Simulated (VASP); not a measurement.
# C (R-3m) in VASP: single point with HSE06

Aim: the single point of C with HSE06.

Everything below comes from runs of VASP 6.6.1. Logs are shortened: lines on timing, memory, paths and dates and some standing lists are left out, and cuts for length are marked.

### Step 1. The cell of the first run

It takes space group R-3m (No. 166, trigonal). Conventional cell: a = 2.618 Å, b = 2.618 Å, c = 6.145 Å, α = 90.00°, β = 90.00°, γ = 120.00°. Within 2.0 Å of C (site symmetry 3m) lie 4 C at 1.54 to 1.60 Å.

### Step 2. Single point, HSE06 (epitaxial 111 strain +4.0%)

POSCAR reads:

```
C
1.0
   -0.0516797267      1.7996493800      1.7996493800
    1.7996493800     -0.0516797267      1.7996493800
    1.7996493800      1.7996493800     -0.0516797267
C
2
Direct
   -0.0000596674     -0.0000596674     -0.0000596674
    0.2500596674      0.2500596674      0.2500596674
```

INCAR.step1 reads:

```
PREC = Accurate
ENCUT = 520
EDIFF = 1E-5
ISMEAR = 0
SIGMA = 0.01
LREAL = F
LASPH = T
NELM = 80
ALGO = Normal
ISIF = 2
LWAVE = T
LCHARG = F
GGA = PE
NBANDS = 11
```

INCAR.step2 reads:

```
PREC = Accurate
ENCUT = 520
EDIFF = 1E-7
ISMEAR = 0
SIGMA = 0.01
LREAL = F
LASPH = T
NELM = 80
ALGO = Normal
ISIF = 2
LWAVE = F
LCHARG = F
GGA = PE
LHFCALC = T
HFSCREEN = 0.2079
PRECFOCK = Normal
ISTART = 1
NBANDS = 11
```

KPOINTS reads:

```
regular mesh
0
Gamma
  8 8 8
```

Potentials or basis: VASP PAW PBE potentials, release 64 (C).

The run is started by

```sh
> cat potpaw_PBE.64/C/POTCAR > POTCAR
> cp INCAR.step1 INCAR
> mpirun -np 1 vasp_std > vasp.out
> cp INCAR.step2 INCAR
> mpirun -np 1 vasp_std > vasp.out
```

OUTCAR:

```text
PREC = Accurate
   ENCUT = 520
   EDIFF = 1E-7
   ISMEAR = 0
   LREAL = F
   LASPH = T
   NELM = 80
   ISIF = 2
   GGA = PE
   LHFCALC = T
   HFSCREEN = 0.2079
   PRECFOCK = Normal
   ISTART = 1

 ion  position               nearest neighbor table
   1  1.000  1.000  1.000-   2 1.54   2 1.60   2 1.60   2 1.60
   2  0.250  0.250  0.250-   1 1.54   1 1.60   1 1.60   1 1.60

  LATTYP: Found a trigonal (rhomboedric) cell.
 ALAT       =     2.5456132024
 COS(alpha) =     0.4710892075

  Lattice vectors:

 A1 = (  -0.0516797267,   1.7996493800,   1.7996493800)
 A2 = (   1.7996493800,  -0.0516797267,   1.7996493800)
 A3 = (   1.7996493800,   1.7996493800,  -0.0516797267)

Analysis of symmetry for initial positions (statically):
=====================================================================
 Subroutine PRICEL returns:
 Original cell was already a primitive cell.

 Routine SETGRP: Setting up the symmetry group for a
 trigonal (rhombohedral) supercell.

 Subroutine GETGRP returns: Found 12 space group operations
 (whereof  6 operations were pure point group operations)
 out of a pool of 12 trial point group operations.

The static configuration has the point symmetry C_3v.
 The point group associated with its full space group is D_3d.

Analysis of symmetry for dynamics (positions and initial velocities):
=====================================================================
 Subroutine PRICEL returns:
 Original cell was already a primitive cell.

 Routine SETGRP: Setting up the symmetry group for a
 trigonal (rhombohedral) supercell.

 Subroutine GETGRP returns: Found 12 space group operations
 (whereof  6 operations were pure point group operations)
 out of a pool of 12 trial point group operations.

The dynamic configuration has the point symmetry C_3v.
 The point group associated with its full space group is D_3d.

 Subroutine INISYM returns: Found 12 space group operations
 (whereof  6 operations are pure point group operations),
 and found     1 'primitive' translations

----------------------------------------------------------------------------------------

                                     Primitive cell

  volume of cell :      12.1592

  direct lattice vectors                    reciprocal lattice vectors
    -0.051679727  1.799649380  1.799649380    -0.266141918  0.274010557  0.274010557
     1.799649380 -0.051679727  1.799649380     0.274010557 -0.266141918  0.274010557
     1.799649380  1.799649380 -0.051679727     0.274010557  0.274010557 -0.266141918

  length of vectors
     2.545613202  2.545613202  2.545613202     0.470101150  0.470101150  0.470101150

  position of ions in fractional coordinates (direct lattice)
     0.999940333  0.999940333  0.999940333
     0.250059667  0.250059667  0.250059667

  ion indices of the primitive-cell ions
   primitive index   ion index
                 1           1
                 2           2

----------------------------------------------------------------------------------------

 KPOINTS: regular mesh

Automatic generation of k-mesh.
 Grid dimensions read from file:
 generate k-points for:    8    8    8

 Generating k-lattice:

  Cartesian coordinates                     Fractional coordinates (reciprocal lattice)
    -0.033267740  0.034251320  0.034251320     0.125000000  0.000000000 -0.000000000
     0.034251320 -0.033267740  0.034251320     0.000000000  0.125000000 -0.000000000
     0.034251320  0.034251320 -0.033267740     0.000000000  0.000000000  0.125000000

  Length of vectors
     0.058762644  0.058762644  0.058762644

  Shift w.r.t. Gamma in fractional coordinates (k-lattice)
     0.000000000  0.000000000  0.000000000

 Subroutine IBZKPT returns following result:
 ===========================================

 Found     65 irreducible k-points:

 Following reciprocal coordinates:
            Coordinates               Weight
  0.000000  0.000000  0.000000      1.000000
  0.125000  0.000000  0.000000      6.000000
  0.250000  0.000000  0.000000      6.000000
  0.375000  0.000000 -0.000000      6.000000
  0.500000  0.000000  0.000000      3.000000
  0.125000  0.125000  0.000000      6.000000
[... 16 lines left out ...]
  0.250000  0.125000  0.125000      6.000000
  0.375000  0.125000  0.125000      6.000000
 [... further k-points ...]
   k-points           NKPTS =     65   k-points in BZ     NKDIM =    512   number of bands    NBANDS=     11
   number of dos      NEDOS =    301   number of ions     NIONS =      2
   total plane-waves  NPLWV =   8000
   dimension x,y,z NGX =    20 NGY =   20 NGZ =   20
   dimension x,y,z NGXF=    40 NGYF=   40 NGZF=   40
   ions per type =               2
   NGX,Y,Z   is equivalent  to a cutoff of  13.06, 13.06, 13.06 a.u.
   NGXF,Y,Z  is equivalent  to a cutoff of  26.12, 26.12, 26.12 a.u.
 SYSTEM =  unknown system
   PREC   = accura    normal or accurate (medium, high low for compatibility)
   ISTART =      1    job   : 0-new  1-cont  2-samecut
   ICHARG =      0    charge: 1-file 2-atom 10-const
   ISPIN  =      1    spin polarized calculation?
   LNONCOLLINEAR =      F non collinear calculations
   LSORBIT =      F    spin-orbit coupling
   LASPH  =      T    aspherical Exc in radial PAW
   ENCUT  =  520.0 eV  38.22 Ry    6.18 a.u.   4.73  4.73  4.73*2*pi/ulx,y,z
   NELM   =     80;   NELMIN=  2; NELMDL=  0     # of ELM steps
   EDIFF  = 0.1E-06   stopping-criterion for ELM
   LREAL  =      F    real-space projection
   EDIFFG = 0.1E-05   stopping-criterion for IOM
   NSW    =      0    number of steps for IOM
   IBRION =     -1    ionic relax: 0-MD 1-quasi-New 2-CG
   NFREE  =      0    steps in history (QN), initial steepest desc. (CG)
   ISIF   =      2    stress and relaxation
   ISYM   =      3    0-nonsym 1-usesym 2-fastsym
   POTIM  = 0.5000    time-step for ionic-motion
   TEBEG  =    0.0;   TEEND  =   0.0 temperature during run
   PSTRESS=    0.0 pullay stress
   NELECT =       8.0000    total number of electrons
   NUPDOWN=      -1.0000    fix difference up-down
   EMIN   =  10.00;   EMAX   =-10.00  energy-range for DOS
   EFERMI =   0.00;   METHOD = LEGACY
   ISMEAR =     0;   SIGMA  =   0.01  broadening in eV -4-tet -1-fermi 0-gaus
   EFERMI_NEDOS =   21; number of points for ismear=-14 and -15
   IALGO  =     38    algorithm
   IMIX   =      1    mixing-type and parameters
     AMIX     =   0.40;   BMIX     =  1.00
     AMIX_MAG =   1.60;   BMIX_MAG =  1.00
  volume/ion in A,a.u.               =       6.08        41.03
  Fermi-wavevector in a.u.,A,eV,Ry     =   1.423869  2.690723 27.584497  2.027403
  Thomas-Fermi vector in A             =   2.544421
   LORBIT       =      0    0 simple, 1 ext, 2 COOP (PROOUT), +10 PAW based schemes
   GGA     = PE    functional components
   LHFCALC =     T    Hartree Fock is set to
   PRECFOCK=normal    Normal, Fast or Accurate (Low or Medium for compatibility)
   ENCUT4O =  -1.0   cutoff for four orbital integrals eV
   NKREDX  =     1    reduce k-point grid by
   NKREDY  =     1    reduce k-point grid by
   NKREDZ  =     1    reduce k-point grid by
   AEXX    =    0.2500 exact exchange contribution
   HFSCREEN=    0.2079 screening length (either q_TF or 0.3 A-1)
   HFSCREENC=   0.2079 screening length for correlation (either q_TF or 0.3 A-1)
   ENCUTFOCK=  -1.0 apply spherical cutoff to Coloumb kernel
   IVDW    =     0    specifies the selected vdW correction
   LEPSILON=     F    determine dielectric tensor
   LRPA    =     F    only Hartree local field effects (RPA)
 non-spin polarized calculation
 Gauss-broadening in eV      SIGMA  =   0.01
  energy-cutoff  :      520.00
  volume of cell :       12.16
 maximum number of plane-waves:       336
  NGX = 16; NGY = 16; NGZ = 16

 number of electron       8.0000001 magnetization

 Free energy of the ion-electron system (eV)
  ---------------------------------------------------
  ext. energy  EPLUGINS =         0.00000000
  ---------------------------------------------------
  free energy    TOTEN  =       -20.89292109 eV

  energy without entropy =      -20.89292109  energy(sigma->0) =      -20.89292109

 E-fermi :   8.2230     XC(G=0): -10.5586

 val. band max:        8.1771583638   @ k =   0.0000   0.0000   0.0000
 cond. band min:      13.1736763831   @ k =   0.3750   0.3750  -0.0000
 fundamental gap:      4.9965180193
 Fermi energy:         8.2229681750

 k-point     1 :       0.0000    0.0000    0.0000
  band No.  band energies     occupation
      1     -14.4430      2.00000
      2       8.0647      2.00000
      3       8.1772      2.00000
      4       8.1772      2.00000
      5      14.4758      0.00000
      6      14.4758      0.00000
      7      15.6022      0.00000
      8      21.9852      0.00000
      9      28.1153      0.00000
     10      35.6855      0.00000
     11      35.6855      0.00000

 k-point     2 :       0.1250    0.0000    0.0000
  band No.  band energies     occupation
      1     -14.0062      2.00000
      2       5.5598      2.00000
      3       7.4852      2.00000
      4       7.5717      2.00000
      5      15.3114      0.00000
      6      15.7332      0.00000
      7      16.5641      0.00000
      8      22.4325      0.00000
      9      28.7831      0.00000
     10      32.4666      0.00000
     11      33.1892      0.00000

 k-point     3 :       0.2500    0.0000    0.0000
  band No.  band energies     occupation
      1     -12.7125      2.00000
      2       1.1286      2.00000
      3       6.4028      2.00000
      4       6.5257      2.00000
      5      16.6894      0.00000
      6      16.9262      0.00000
      7      17.9905      0.00000
      8      23.6487      0.00000
      9      29.6150      0.00000
     10      31.2112      0.00000
     11      32.4591      0.00000

 k-point     4 :       0.3750    0.0000   -0.0000
  band No.  band energies     occupation
      1     -10.6563      2.00000
      2      -3.0932      2.00000
      3       5.5882      2.00000
      4       5.7682      2.00000
      5      17.3702      0.00000
      6      17.3768      0.00000
      7      18.6563      0.00000
      8      24.7858      0.00000
      9      30.0613      0.00000
     10      32.5428      0.00000
     11      33.7218      0.00000

 k-point     5 :       0.5000    0.0000    0.0000
  band No.  band energies     occupation
      1      -8.8399      2.00000
      2      -5.6643      2.00000
      3       5.2986      2.00000
      4       5.5042      2.00000
      5      17.4643      0.00000
      6      17.4797      0.00000
      7      18.7843      0.00000
      8      25.1423      0.00000
      9      30.8089      0.00000
     10      32.9576      0.00000
     11      34.2855      0.00000
[... 211 lines left out ...]
 k-point    21 :       0.5000    0.5000    0.0000
  band No.  band energies     occupation
      1      -5.6339      2.00000
      2      -5.2436      2.00000
      3       1.4340      2.00000
      4       2.0151      2.00000
      5      13.3544      0.00000
      6      14.4566      0.00000
      7      26.0892      0.00000
      8      26.2842      0.00000
      9      32.0620      0.00000
     10      32.8056      0.00000
     11      41.1466      0.00000

 k-point    22 :       0.1250    0.1250    0.1250
  band No.  band energies     occupation
      1     -13.9691      2.00000
      2       5.9263      2.00000
      3       7.3985      2.00000
      4       7.3985      2.00000
      5      15.4917      0.00000
      6      15.4917      0.00000
      7      16.0412      0.00000
      8      22.5753      0.00000
      9      28.9035      0.00000
     10      32.2788      0.00000
     11      32.2788      0.00000

 k-point    23 :       0.2500    0.1250    0.1250
  band No.  band energies     occupation
      1     -13.2213      2.00000
      2       3.8332      2.00000
      3       5.0874      2.00000
      4       7.3862      2.00000
      5      15.7352      0.00000
      6      17.1040      0.00000
      7      17.3079      0.00000
      8      22.7409      0.00000
      9      29.5902      0.00000
     10      29.7369      0.00000
     11      32.4203      0.00000

 k-point    24 :       0.3750    0.1250    0.1250
  band No.  band energies     occupation
      1     -11.6387      2.00000
      2      -0.2406      2.00000
      3       3.9641      2.00000
      4       6.3717      2.00000
      5      17.1255      0.00000
      6      17.5961      0.00000
      7      19.1454      0.00000
      8      22.8807      0.00000
      9      29.2207      0.00000
     10      30.4216      0.00000
     11      33.0988      0.00000

 [... further k-points ...]

------------------------ aborting loop because EDIFF is reached ----------------------------------------

  FORCE on cell =-STRESS in cart. coord.  units (eV):
  Direction    XX          YY          ZZ          XY          YZ          ZX
  --------------------------------------------------------------------------------------
  -------------------------------------------------------------------------------------
  Total       -2.5435978     -2.5435978     -2.5435978      1.1044218      1.1044218      1.1044218
  in kB     -335.1620122   -335.1620122   -335.1620122    145.5262416    145.5262416    145.5262416
  external PRESSURE =    -335.1620122 kB  Pullay stress =       0.0000000 kB

 VOLUME and BASIS-vectors are now :
 -----------------------------------------------------------------------------
  energy-cutoff  :      520.00
  volume of cell :       12.16
      direct lattice vectors                 reciprocal lattice vectors
    -0.051679727  1.799649380  1.799649380    -0.266141918  0.274010557  0.274010557
     1.799649380 -0.051679727  1.799649380     0.274010557 -0.266141918  0.274010557
     1.799649380  1.799649380 -0.051679727     0.274010557  0.274010557 -0.266141918

 POSITION                                       TOTAL-FORCE (eV/Angst)
 -----------------------------------------------------------------------------------
      3.54741      3.54741      3.54741        -0.039748     -0.039748     -0.039748
      0.88712      0.88712      0.88712         0.039748      0.039748      0.039748
 -----------------------------------------------------------------------------------
    total drift:                                0.000000      0.000000      0.000000

  FREE ENERGIE OF THE ION-ELECTRON SYSTEM (eV)
  ---------------------------------------------------
  free  energy   TOTEN  =       -20.8929210944 eV

  energy  without entropy=      -20.8929210944  energy(sigma->0) =      -20.89292109
```

Run time: 33 min. Hardware: 1 thread of AMD EPYC 7R13 (Zen 3), shared host; peak memory 0.2 GiB.

Results:

```
Free energy            : -20.8929 eV
Pressure               : -33.5 GPa
Largest force          : 0.069 eV/Å
Band gap on the k mesh : 5.00 eV (least direct gap 6.30 eV)
```

Forces on the atoms (eV/Å):
```
C   -0.040 -0.040 -0.040
C    0.040  0.040  0.040
```

Levels at points of the mesh, in eV from the valence-band top:
| k point | band 1 | band 2 | band 3 | band 4 | band 5 | band 6 | band 7 | band 8 |
| --- | --- | --- | --- | --- | --- | --- | --- | --- |
| (0.00, 0.00, 0.00) | -22.62 | -0.11 | 0.00 | 0.00 | 6.30 | 6.30 | 7.43 | 13.81 |
| (0.50, 0.00, 0.00) | -17.02 | -13.84 | -2.88 | -2.67 | 9.29 | 9.30 | 10.61 | 16.97 |
| (0.50, 0.50, 0.00) | -13.81 | -13.42 | -6.74 | -6.16 | 5.18 | 6.28 | 17.91 | 18.11 |
| (0.50, 0.50, 0.50) | -16.17 | -13.95 | -3.28 | -3.28 | 8.39 | 9.43 | 9.43 | 16.77 |

Caveat: the cell differs from its parent crystal (epitaxial 111 strain +4.0%); the cell stands under tension; the PAW data sets were made with another functional, which shifts forces and pressure a little. A k mesh can miss the band edges.
